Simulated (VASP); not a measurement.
A run of VASP 6.6.1 is set up as follows.

The input INCAR:

```
PREC = Accurate ; ENCUT = 520
EDIFF = 1E-8 ; ISMEAR = -1
SIGMA = 0.05 ; LREAL = F
LASPH = T ; NELM = 80
ALGO = Normal ; ISIF = 2
LWAVE = F ; LCHARG = F
GGA = PS ; IBRION = 8
NSW = 1
```

File KPOINTS:

```
regular mesh
0
Gamma
  7 7 7
```

Contents of POSCAR:

```
SiC
1.0
    0.0000000000      2.1790000000      2.1790000000
    2.1790000000      0.0000000000      2.1790000000
    2.1790000000      2.1790000000      0.0000000000
Si C
1 1
Direct
    0.0000000000      0.0000000000      0.0000000000
    0.7500000000      0.7500000000      0.7500000000
```

Potentials or basis: VASP PAW PBE potentials, release 64 (Si, C).

Command:

```console
$ cat potpaw_PBE.64/Si/POTCAR potpaw_PBE.64/C/POTCAR > POTCAR
$ mpirun -np 1 vasp_std > vasp.out
```

Predict the highest phonon frequency at Γ, LO-TO splitting left out.

787 cm⁻¹.

Phonon frequencies in cm⁻¹ (negative: imaginary):
```tsv
q point	frequencies
(0.000, 0.000, 0.000)	0 0 0 787 787 787
```
